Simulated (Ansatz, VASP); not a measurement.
AlCo: VASP beside Ansatz

```
CELL_PARAMETERS angstrom
0.00000 1.91748 1.91748
1.91748 0.00000 1.91748
1.91748 1.91748 0.00000
ATOMIC_POSITIONS crystal
Co 0.00000 0.00000 0.00000
Al 0.50000 0.50000 0.50000
```

Change from the starting cell: volume scaled by 0.55, PAW files, source ansatz.

Alike in both runs: task single point; functional LDA; k mesh 15 × 15 × 15; occupations fermi-dirac, width 0.08 eV; no spin polarisation.

|  | VASP | Ansatz |
| --- | --- | --- |
| version | VASP 6.6.1 | Ansatz 0.2.0 |
| potentials or method | VASP PAW LDA potentials, release 64 (Co, Al) | scalar-relativistic |
| plane-wave cutoff (eV) | 520 | 900 |
| valence electrons in the cell | 12 | 28 |

```csv
,VASP,Ansatz,Ansatz less VASP
pressure (GPa),289.0,282.0,-6.96
```

LDA's correlation is that of Perdew and Zunger in VASP and of Perdew and Wang (1992) in Ansatz. Both programs put the cell under a high pressure, so it lies far from rest at this level. VASP's potentials hold 12 valence electrons a cell and Ansatz's 28, so a difference there can come from the potentials and not from the codes.

Noted on VASP's run: the cell as given lies far from equilibrium.
